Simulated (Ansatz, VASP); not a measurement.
# One calculation of Si, two programs

INCAR

```
SYSTEM = Si
PREC = Accurate
ENCUT = 600
EDIFF = 1E-7
ISMEAR = 0
SIGMA = 0.01
LREAL = .False.
LASPH = .True.
NELM = 80
ALGO = Normal
ISIF = 3
LWAVE = .False.
LCHARG = .False.
GGA = PE
IVDW = 13
IBRION = 2
NSW = 80
EDIFFG = -0.01
```

KPOINTS

```
Automatic mesh
0
Gamma
  6 6 6
  0 0 0
```

The input POSCAR:

```
Si
1.0
    0.0000000000      2.7135600000      2.7135600000
    2.7135600000      0.0000000000      2.7135600000
    2.7135600000      2.7135600000      0.0000000000
Si
2
Direct
    0.7500000000      0.7500000000      0.7500000000
    0.5000000000      0.5000000000      0.5000000000
```

Input for Ansatz:

```yaml
crystal:
  lattice:
    - [0.0, 2.71356, 2.71356]
    - [2.71356, 0.0, 2.71356]
    - [2.71356, 2.71356, 0.0]
  atoms:
    - { symbol: Si, position: [0.75, 0.75, 0.75] }
    - { symbol: Si, position: [0.5, 0.5, 0.5] }
basis:
  ecutwfc: 517.016338673772
kpoints:
  mp_grid:
    grid: [6, 6, 6]
hamiltonian:
  xc: pbe
  dispersion: d4
scf:
  occupations:
    method: fixed
relax:
  cell: {}
```

Alike in both runs: task relaxation of cell and atoms; functional PBE; dispersion D4; k mesh 6 × 6 × 6; no spin polarisation.

|  | VASP | Ansatz |
| --- | --- | --- |
| version | VASP 6.6.1 | Ansatz 0.2.0 |
| potentials or method | VASP PAW PBE potentials, release 64 (Si), cutoff 600 eV | plane waves, PAW |
| occupations | gaussian, width 0.01 eV | fixed |
| valence electrons in the cell | 8 | 8 |

|  | VASP | Ansatz | Ansatz less VASP |
| --- | --- | --- | --- |
| relaxed volume (Å³/atom) | 19.89 | 19.91 | +0.017 |
| relaxed cell length with the largest relative difference (Å) | 3.832 | 3.833 | +0.0011 |
